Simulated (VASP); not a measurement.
Input of a VASP 6.6.1 run:

File INCAR:

```
ALGO = Normal ; EDIFF = 1E-6
EDIFFG = -0.005 ; ENCUT = 600
GGA = PE ; IBRION = 2
ISIF = 3 ; ISMEAR = 0
LASPH = True ; LCHARG = False
LREAL = False ; LWAVE = False
NELM = 100 ; NSW = 100
PREC = Accurate ; SIGMA = 0.02
```

The input KPOINTS:

```
k-points
0
Gamma
  10 10 10
```

The input POSCAR:

```
TiO2
1.0
   -1.8925000000      1.8925000000      4.7570000000
    1.8925000000     -1.8925000000      4.7570000000
    1.8925000000      1.8925000000     -4.7570000000
Ti O
2 4
Direct
    0.0000000000      0.0000000000      0.0000000000
    0.7500000000      0.2500000000      0.5000000000
    0.2066000000      0.2066000000      0.0000000000
    0.9566000000      0.4566000000      0.5000000000
    0.5434000000      0.0434000000      0.5000000000
    0.7934000000      0.7934000000      0.0000000000
```

Potentials or basis: VASP PAW PBE potentials, release 64 (Ti_sv, O).

The run is started by

```bash
$ cat potpaw_PBE.64/Ti_sv/POTCAR potpaw_PBE.64/O/POTCAR > POTCAR
$ mpirun -np 1 vasp_std > vasp.out
```

Question: Estimate the band gap on the k mesh.

Answer: 2.11 eV (least direct gap 2.41 eV).

Question: Estimate the relaxed volume.

Answer: 11.69 Å³/atom.

Question: What does it give for the relaxed cell?

Answer: a = 5.550 Å, b = 5.550 Å, c = 5.550 Å, α = 139.95°, β = 139.95°, γ = 57.93°.

Question: Estimate the space group after relaxing (to 0.1 Å).

Answer: I4_1/amd (No. 141).

Final structure:
```cif
data_structure
_symmetry_space_group_name_H-M 'P 1'
_symmetry_Int_Tables_number 1
_cell_length_a 5.5500
_cell_length_b 5.5500
_cell_length_c 5.5500
_cell_angle_alpha 139.946
_cell_angle_beta 139.946
_cell_angle_gamma 57.935
_cell_volume 70.16
loop_
_atom_site_label
_atom_site_type_symbol
_atom_site_fract_x
_atom_site_fract_y
_atom_site_fract_z
_atom_site_occupancy
Ti1 Ti 0.00000 0.00000 0.00000 1
Ti2 Ti 0.75000 0.25000 0.50000 1
O1 O 0.20645 0.20645 0.00000 1
O2 O 0.95645 0.45645 0.50000 1
O3 O 0.54355 0.04355 0.50000 1
O4 O 0.79355 0.79355 0.00000 1
```

A k mesh can miss the band edges. Zero-point motion and thermal expansion aren't in these numbers.
